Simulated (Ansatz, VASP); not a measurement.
SiB5C in VASP and in Ansatz

```
Si B C
1.0
     4.32525   -3.09741    0.15540
     4.32525    3.09741    0.15540
    -2.09186    0.00000    4.55075
Si B C
2 10 2
Direct
  0.40354 0.40354 0.60315
  0.59646 0.59646 0.39685
  0.01685 0.32442 0.98598
  0.32442 0.01685 0.98598
  0.18083 0.18083 0.28855
  0.17735 0.72924 0.81145
  0.72924 0.17735 0.81145
  0.67558 0.98315 0.01402
  0.98315 0.67558 0.01402
  0.81917 0.81917 0.71145
  0.27076 0.82265 0.18855
  0.82265 0.27076 0.18855
  0.00833 0.00833 0.66745
  0.99167 0.99167 0.33255
```

Alike in both runs: functional PBE; k mesh 4 × 4 × 4; occupations gaussian, width 0.2 eV; no spin polarisation.

Ansatz relaxed the structure, and its values are those at the end. VASP's run is a single point on that final structure, the one shown.

|  | VASP | Ansatz |
| --- | --- | --- |
| version | VASP 6.6.1 | Ansatz 0.2.0 |
| potentials or method | VASP PAW PBE potentials, release 64 (Si, B, C), cutoff 520 eV | scalar-relativistic, plane waves, PAW |
| valence electrons in the cell | 46 | 46 |

Ansatz gave:

- gap on the k mesh at the Fermi level (eV): 1.48
- least direct gap on the mesh (eV): 1.85
- pressure (GPa): 0.1
- rms of the force components (eV/Å): 0.004

**Question.** What did VASP give for the same quantities?

**Answer.** gap on the k mesh at the Fermi level (eV): 1.47; least direct gap on the mesh (eV): 1.85; pressure (GPa): 0.1; rms of the force components (eV/Å): 0.010.
